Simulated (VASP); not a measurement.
# HfB: single point with PBEsol

The system is HfB.

```
Hf B
1.0
     0.00000    2.22959    2.22959
     2.22959    0.00000    2.22959
     2.22959    2.22959    0.00000
Hf B
1 1
Direct
  0.50000 0.50000 0.50000
  0.00000 0.00000 0.00000
```

This cell differs from its parent crystal: strained.

```json
{
 "Program": "VASP 6.6.1",
 "Task": "single point",
 "Functional": "PBEsol",
 "Potentials or basis": "VASP PAW PBE potentials, release 64 (Hf_pv, B)",
 "Cutoff": "520 eV",
 "k mesh": "16 × 16 × 16",
 "Occupations": "gaussian, width 0.1 eV",
 "Spin": "no spin polarisation",
 "Dipole correction": "no",
 "Further INCAR settings": "ALGO = Normal; EDIFF = 1e-07; NBANDS = 14"
}
```

| Quantity | Value |
| --- | --- |
| Pressure | 59.5 GPa |

Levels at points of the mesh, in eV from the Fermi level:
```tsv
k point	band 4	band 5	band 6	band 7	band 8	band 9	band 10	band 11
(0.00, 0.00, 0.00)	-9.90	2.22	2.22	2.22	4.30	4.30	4.30	4.58
(0.50, 0.00, 0.00)	-5.42	-3.52	-1.62	-1.62	7.22	7.22	8.49	9.05
(0.50, 0.50, 0.00)	-7.04	-1.49	-0.50	2.80	2.80	6.93	8.82	8.82
```

It took 39 s on 1 thread of AMD EPYC 7R13 Processor (Zen 3) (shared host), peak memory 0.14 GiB.

Caveat: the cell differs from its parent crystal (strained); the PAW data sets were made with another functional, which shifts forces and pressure a little; spin-orbit coupling is left out, which moves the levels of the heavy elements.
